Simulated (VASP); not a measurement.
# Mg2Cd3Te5 (R3m) in VASP: single point with PBE

Aim: the single point of Mg2Cd3Te5 with PBE.

Program: VASP 6.6.1. These are calculated values, not measurements. Logs are shortened: lines on timing, memory, paths and dates and some standing lists are left out, and cuts for length are marked.

## Step 1: The cell of the first run

Symmetry: R3m, No. 160, trigonal system. Conventional cell: a = 4.654 Å, b = 4.654 Å, c = 56.816 Å, α = 90.00°, β = 90.00°, γ = 120.00°. Mg (site symmetry 3m) has 4 Te at 2.82 to 2.83 Å within 3.7 Å. Mg (site symmetry 3m) has 4 Te at 2.82 to 2.83 Å within 3.7 Å. Cd (site symmetry 3m) has 4 Te at 2.86 to 2.87 Å within 3.8 Å. Cd (site symmetry 3m) has 4 Te at 2.86 Å within 3.8 Å. Cd (site symmetry 3m) has 4 Te at 2.86 Å within 3.8 Å. Within 3.7 Å of Te (site symmetry 3m) lie 3 Mg at 2.83 Å and 1 Cd at 2.87 Å. Te (site symmetry 3m) has 4 Cd at 2.86 Å within 3.8 Å. Te (site symmetry 3m) has 1 Mg at 2.82 Å and 3 Cd at 2.86 Å within 3.7 Å.

## Step 2: Single point, PBE

INCAR

```
SYSTEM = Mg2Cd3Te5
PREC = Accurate
ENCUT = 520
EDIFF = 1E-7
ISMEAR = 0
SIGMA = 0.1
LREAL = .FALSE.
LASPH = .TRUE.
NELM = 100
ALGO = Normal
ISIF = 2
LWAVE = .FALSE.
LCHARG = .FALSE.
GGA = PE
NBANDS = 46
```

KPOINTS

```
regular mesh
0
G
  4 4 4
  0 0 0
```

POSCAR

```
Mg2Cd3Te5
1.0
   -2.3271151823      4.0306817307     -0.0000000035
   -4.6542303645      0.0000000000      0.0000000000
   -2.3271151823      1.3435605936     18.9387881988
Mg Cd Te
2 3 5
Direct
    0.9998720000      0.9998720000      0.0003840000
    0.7994510000      0.7994510000      0.6016470000
    0.6005290000      0.6005290000      0.1984130000
    0.1996780000      0.1996780000      0.4009660000
    0.4001820000      0.4001820000      0.7994540000
    0.6510110000      0.6510110000      0.0469670000
    0.2500290000      0.2500290000      0.2499130000
    0.8491170000      0.8491170000      0.4526490000
    0.4506020000      0.4506020000      0.6481940000
    0.0495290000      0.0495290000      0.8514130000
```

Potentials or basis: VASP PAW PBE potentials, release 64 (Mg, Cd, Te).

Started as:

```sh
> cat potpaw_PBE.64/Mg/POTCAR potpaw_PBE.64/Cd/POTCAR potpaw_PBE.64/Te/POTCAR > POTCAR
> mpirun -np 1 vasp_std > vasp.out
```

OUTCAR:

```text
SYSTEM = Mg2Cd3Te5
   PREC = Accurate
   ENCUT = 520
   EDIFF = 1E-7
   ISMEAR = 0
   LREAL = .FALSE.
   LASPH = .TRUE.
   NELM = 100
   ISIF = 2
   GGA = PE

 ion  position               nearest neighbor table
   1  1.000  1.000  0.000-  10 2.82   6 2.83   6 2.83   6 2.83
   2  0.799  0.799  0.602-   8 2.82   9 2.83   9 2.83   9 2.83
   3  0.601  0.601  0.198-   7 2.86   7 2.86   7 2.86   6 2.87
   4  0.200  0.200  0.401-   8 2.86   8 2.86   8 2.86   7 2.86
   5  0.400  0.400  0.799-  10 2.86  10 2.86  10 2.86   9 2.86
   6  0.651  0.651  0.047-   1 2.83   1 2.83   1 2.83   3 2.87
   7  0.250  0.250  0.250-   3 2.86   3 2.86   3 2.86   4 2.86
   8  0.849  0.849  0.453-   2 2.82   4 2.86   4 2.86   4 2.86
   9  0.451  0.451  0.648-   2 2.83   2 2.83   2 2.83   5 2.86
  10  0.050  0.050  0.851-   1 2.82   5 2.86   5 2.86   5 2.86

  LATTYP: Found a trigonal (rhomboedric) cell.
 ALAT       =    19.1284687985
 COS(alpha) =     0.9703990710

  Lattice vectors:

 A1 = (   0.0000000000,  -2.6871211371,  18.9387882023)
 A2 = (   2.3271151822,   1.3435605936,  18.9387881988)
 A3 = (  -2.3271151823,   1.3435605936,  18.9387881988)

Analysis of symmetry for initial positions (statically):
=====================================================================
 Subroutine PRICEL returns:
 Original cell was already a primitive cell.

 Routine SETGRP: Setting up the symmetry group for a
 trigonal (rhombohedral) supercell.

 Subroutine GETGRP returns: Found  6 space group operations
 (whereof  6 operations were pure point group operations)
 out of a pool of 12 trial point group operations.

The static configuration has the point symmetry C_3v.

Analysis of symmetry for dynamics (positions and initial velocities):
=====================================================================
 Subroutine PRICEL returns:
 Original cell was already a primitive cell.

 Routine SETGRP: Setting up the symmetry group for a
 trigonal (rhombohedral) supercell.

 Subroutine GETGRP returns: Found  6 space group operations
 (whereof  6 operations were pure point group operations)
 out of a pool of 12 trial point group operations.

The dynamic configuration has the point symmetry C_3v.

 Subroutine INISYM returns: Found  6 space group operations
 (whereof  6 operations are pure point group operations),
 and found     1 'primitive' translations

[... 104 lines left out ...]
   ISIF   =      2    stress and relaxation
   ISYM   =      2    0-nonsym 1-usesym 2-fastsym
   POTIM  = 0.5000    time-step for ionic-motion
   TEBEG  =    0.0;   TEEND  =   0.0 temperature during run
   PSTRESS=    0.0 pullay stress
   NELECT =      70.0000    total number of electrons
   NUPDOWN=      -1.0000    fix difference up-down
   EMIN   =  10.00;   EMAX   =-10.00  energy-range for DOS
   EFERMI =   0.00;   METHOD = LEGACY
   ISMEAR =     0;   SIGMA  =   0.10  broadening in eV -4-tet -1-fermi 0-gaus
   EFERMI_NEDOS =   21; number of points for ismear=-14 and -15
   IALGO  =     38    algorithm
   IMIX   =      4    mixing-type and parameters
     AMIX     =   0.40;   BMIX     =  1.00
     AMIX_MAG =   1.60;   BMIX_MAG =  1.00
  volume/ion in A,a.u.               =      35.53       239.76
  Fermi-wavevector in a.u.,A,eV,Ry     =   0.952609  1.800170 12.346795  0.907464
  Thomas-Fermi vector in A             =   2.081188
   LORBIT       =      0    0 simple, 1 ext, 2 COOP (PROOUT), +10 PAW based schemes
   GGA     = PE    functional components
   LHFCALC =     F    Hartree Fock is set to
   AEXX    =    0.0000 exact exchange contribution
   IVDW    =     0    specifies the selected vdW correction
   LEPSILON=     F    determine dielectric tensor
   LRPA    =     F    only Hartree local field effects (RPA)
 non-spin polarized calculation
 Gauss-broadening in eV      SIGMA  =   0.10
  energy-cutoff  :      520.00
  volume of cell :      355.29
 maximum number of plane-waves:      9602
 NGX is ok and might be reduce to    36
   NGX = 17   NGY = 17   NGZ = 71

 number of electron      69.9999997 magnetization

 Free energy of the ion-electron system (eV)
  ---------------------------------------------------
  ext. energy  EPLUGINS =         0.00000000
  ---------------------------------------------------
  free energy    TOTEN  =       -27.11780636 eV

  energy without entropy =      -27.11780636  energy(sigma->0) =      -27.11780636

 E-fermi :   2.3280     XC(G=0):  -8.0932

 val. band max:        1.8805508674   @ k =   0.0000   0.0000   0.0000
 cond. band min:       2.9354966307   @ k =   0.0000   0.0000   0.0000
 fundamental gap:      1.0549457633
 Fermi energy:         2.3279997276

 k-point     1 :       0.0000    0.0000    0.0000
  band No.  band energies     occupation
      1      -8.7847      2.00000
      2      -8.6629      2.00000
      3      -8.6212      2.00000
      4      -8.3864      2.00000
      5      -8.3341      2.00000
      6      -6.1002      2.00000
[... 626 lines left out ...]
     45       6.8388      0.00000
     46       6.8388      0.00000

------------------------ aborting loop because EDIFF is reached ----------------------------------------

  FORCE on cell =-STRESS in cart. coord.  units (eV):
  Direction    XX          YY          ZZ          XY          YZ          ZX
  --------------------------------------------------------------------------------------
  -------------------------------------------------------------------------------------
  Total        0.4501260      0.4501260     -0.0376204     -0.0000000     -0.0000000      0.0000000
  in kB        2.0298601      2.0298601     -0.1696506     -0.0000000     -0.0000000      0.0000000
  external PRESSURE =       1.2966899 kB  Pullay stress =       0.0000000 kB

 VOLUME and BASIS-vectors are now :
 -----------------------------------------------------------------------------
  energy-cutoff  :      520.00
  volume of cell :      355.29
      direct lattice vectors                 reciprocal lattice vectors
    -2.327115182  4.030681731 -0.000000003     0.000000000  0.248096989 -0.017600563
    -4.654230365  0.000000000  0.000000000    -0.214858295 -0.124048494 -0.017600563
    -2.327115182  1.343560594 18.938788199     0.000000000  0.000000000  0.052801689

 POSITION                                       TOTAL-FORCE (eV/Angst)
 -----------------------------------------------------------------------------------
     -6.98135      4.03068      0.00727         0.000000     -0.000000     -0.006569
     -6.98135      4.03068     11.39447         0.000000     -0.000000     -0.007405
     -4.65423      2.68712      3.75770         0.000000     -0.000000     -0.010012
     -2.32712      1.34356      7.59381         0.000000     -0.000000     -0.011716
     -4.65423      2.68712     15.14069         0.000000     -0.000000     -0.009893
     -4.65423      2.68712      0.88950         0.000000     -0.000000     -0.016002
     -2.32712      1.34356      4.73305        -0.000000      0.000000      0.011370
     -6.98135      4.03068      8.57262        -0.000000      0.000000      0.034177
     -4.65423      2.68712     12.27601         0.000000     -0.000000     -0.016977
     -2.32712      1.34356     16.12473        -0.000000      0.000000      0.033028
 -----------------------------------------------------------------------------------
    total drift:                               -0.000020      0.000012     -0.003588

  FREE ENERGIE OF THE ION-ELECTRON SYSTEM (eV)
  ---------------------------------------------------
  free  energy   TOTEN  =       -27.1178063637 eV

  energy  without entropy=      -27.1178063637  energy(sigma->0) =      -27.11780636
```

It took 5.3 min on 1 thread of Intel Xeon Platinum 8259CL at 2.50GHz (Skylake/Cascade Lake), shared host; peak memory 0.55 GiB.

Results:

| Item | Value |
| --- | --- |
| Free energy | -27.1178 eV |
| Pressure | 0.1 GPa |
| Largest force | 0.034 eV/Å |
| Band gap on the k mesh | 1.05 eV |

Forces on the atoms (eV/Å):
```
Mg   0.000  0.000 -0.007
Mg   0.000  0.000 -0.007
Cd   0.000  0.000 -0.010
Cd   0.000  0.000 -0.012
Cd   0.000  0.000 -0.010
Te   0.000  0.000 -0.016
Te   0.000  0.000  0.011
Te   0.000  0.000  0.034
Te   0.000  0.000 -0.017
Te   0.000  0.000  0.033
```

Stress tensor (GPa, compression positive):
```
 0.20  0.00  0.00
 0.00  0.20  0.00
 0.00  0.00 -0.02
```

Levels at points of the mesh, in eV from the valence-band top:
```tsv
k point	band 31	band 32	band 33	band 34	band 35	band 36	band 37	band 38	band 39	band 40
(0.00, 0.00, 0.00)	-0.18	-0.18	-0.10	0.00	0.00	1.05	1.96	2.00	2.52	2.73
(0.50, 0.00, 0.00)	-1.50	-1.09	-0.96	-0.67	-0.66	2.07	2.79	2.83	3.01	3.08
(0.50, 0.50, 0.00)	-1.24	-1.05	-0.99	-0.80	-0.73	2.43	2.45	2.70	2.98	3.12
(0.00, 0.00, 0.50)	-0.36	-0.14	-0.14	-0.02	-0.02	1.53	1.64	2.05	2.52	2.69
```

Caveat: spin-orbit coupling is left out, which moves the levels of the heavy elements.
